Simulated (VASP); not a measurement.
Here is a VASP 6.6.1 calculation.

The input INCAR:

```
SYSTEM = Ti
PREC = Accurate
ENCUT = 520
EDIFF = 1E-6
ISMEAR = 0
SIGMA = 0.15
LREAL = .FALSE.
LASPH = .TRUE.
NELM = 100
ALGO = Fast
ISIF = 2
LWAVE = .FALSE.
LCHARG = .TRUE.
GGA = PE
LELF = .TRUE.
LVHAR = .TRUE.
NBANDS = 12
```

File KPOINTS:

```
Automatic mesh
0
G
  20 20 20
  0 0 0
```

POSCAR

```
Ti
1.0
   -1.6872708295      1.6872708295      1.8717613986
    1.6872708295     -1.6872708295      1.8717613986
    1.5679663855      1.5679663855     -1.8717613986
Ti
1
Direct
    0.0000000000      0.0000000000      0.0000000000
```

Potentials or basis: VASP PAW PBE potentials, release 64 (Ti_sv).

Run with:

```bash
$ cat potpaw_PBE.64/Ti_sv/POTCAR > POTCAR
$ mpirun -np 1 vasp_std > vasp.out
```

(1) What does it give for the band gap on the k mesh?

(2) Predict the pressure.

Results:

(1) zero (band 6 reaches 7.49 eV, above the bottom of band 7 at 6.25 eV).

(2) -11.5 GPa.

Caveat: the cell differs from its parent crystal (engineering shear strain xy -0.0733, normal strain along z +0.1500).
